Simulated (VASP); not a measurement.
The system is C.

```
C
1.0
     2.47000    0.00000    0.00000
    -1.23500    2.13908    0.00000
     0.00000    0.00000    6.79000
C
4
Direct
  0.00000 0.00000 0.00000
  0.00000 0.00000 0.50000
  0.33333 0.66667 0.00500
  0.66667 0.33333 0.50500
```

| Property | Result |
| --- | --- |
| Program | VASP 6.6.1 |
| Task | relaxation of cell and atoms |
| Functional | PBE |
| Potentials or basis | VASP PAW PBE potentials, release 64 (C) |
| Cutoff | 600 eV |
| k mesh | 21 × 21 × 6 |
| Occupations | gaussian, width 0.1 eV |
| Spin | no spin polarisation |

At the start: pressure -0.4 GPa; volume 8.97 Å³/atom.

**Question.** Where does the relaxation end?

**Answer.** Over 39 steps the energy falls by 14.9 meV/atom and the volume is 10.44 Å³/atom (+16.5 %); space group P6_3/mmc (No. 194, to 0.1 Å) before and after.

The path:
| step | energy change (eV) | largest force (eV/Å) | pressure (GPa) | volume (Å³) |
| --- | --- | --- | --- | --- |
| 1 | 0.0000 | 0.5680 | -0.39 | 35.88 |
| 2 | -0.0132 | 0.3508 | 3.77 | 35.76 |
| 3 | -0.0219 | 0.0014 | 2.18 | 35.81 |
| 4 | -0.0240 | 0.1089 | -1.31 | 36.38 |
| 5 | -0.0246 | 0.0739 | -0.23 | 36.20 |
| 6 | -0.0287 | 0.0662 | -0.21 | 36.46 |
| 7 | -0.0388 | 0.0425 | -0.11 | 37.26 |
| 8 | -0.0517 | 0.0069 | 0.15 | 38.84 |
| 9 | -0.0587 | 0.1139 | 0.66 | 42.00 |
| 10 | -0.0454 | 0.2521 | -3.80 | 43.86 |
| 11 | -0.0595 | 0.0382 | -0.21 | 42.35 |
| 12 | -0.0595 | 0.0409 | -0.18 | 42.34 |
| 13 | -0.0590 | 0.0646 | 0.74 | 42.15 |
| 14 | -0.0596 | 0.0076 | 0.11 | 42.28 |
| 15 | -0.0595 | 0.0357 | -0.43 | 42.30 |
| 16 | -0.0596 | 0.0045 | -0.05 | 42.28 |
| 17 | -0.0596 | 0.0002 | -0.06 | 42.26 |
| 18 | -0.0597 | 0.0125 | -0.12 | 42.20 |
| 19 | -0.0597 | 0.0123 | -0.14 | 42.19 |
| 20 | -0.0597 | 0.0115 | -0.09 | 42.16 |
| 21 | -0.0597 | 0.0101 | 0.02 | 42.11 |
| 22 | -0.0597 | 0.0071 | 0.20 | 42.00 |
| 23 | -0.0597 | 0.0081 | 0.11 | 42.04 |
| 24 | -0.0597 | 0.0076 | 0.16 | 42.02 |
| 25 | -0.0597 | 0.0065 | 0.16 | 42.01 |
| 26 | -0.0598 | 0.0032 | 0.18 | 41.96 |
| 27 | -0.0598 | 0.0033 | 0.11 | 41.88 |
| 28 | -0.0597 | 0.0164 | 0.14 | 41.72 |
| 29 | -0.0598 | 0.0119 | 0.11 | 41.78 |
| 30 | -0.0598 | 0.0131 | 0.15 | 41.76 |
| 31 | -0.0598 | 0.0122 | 0.13 | 41.77 |
| 32 | -0.0598 | 0.0085 | 0.04 | 41.77 |
| 33 | -0.0598 | 0.0063 | -0.02 | 41.78 |
| 34 | -0.0598 | 0.0066 | -0.01 | 41.77 |
| 35 | -0.0598 | 0.0076 | 0.03 | 41.77 |
| 36 | -0.0598 | 0.0081 | 0.03 | 41.77 |
| 37 | -0.0598 | 0.0077 | 0.01 | 41.77 |
| 38 | -0.0598 | 0.0052 | 0.03 | 41.78 |
| 39 | -0.0598 | 0.0023 | 0.03 | 41.78 |

Final structure:
```cif
data_structure
_symmetry_space_group_name_H-M 'P 1'
_symmetry_Int_Tables_number 1
_cell_length_a 2.4670
_cell_length_b 2.4670
_cell_length_c 7.9264
_cell_angle_alpha 90.000
_cell_angle_beta 90.000
_cell_angle_gamma 120.000
_cell_volume 41.78
loop_
_atom_site_label
_atom_site_type_symbol
_atom_site_fract_x
_atom_site_fract_y
_atom_site_fract_z
_atom_site_occupancy
C1 C 0.00000 0.00000 0.00249 1
C2 C 0.00000 0.00000 0.50249 1
C3 C 0.33333 0.66667 0.00251 1
C4 C 0.66667 0.33333 0.50251 1
```

Caveat: the volume moved by over 15 % at a fixed basis, so the end points are rough; this functional lacks dispersion, which binds layers or chains, so the pressure and a relaxed spacing across them are unreliable.
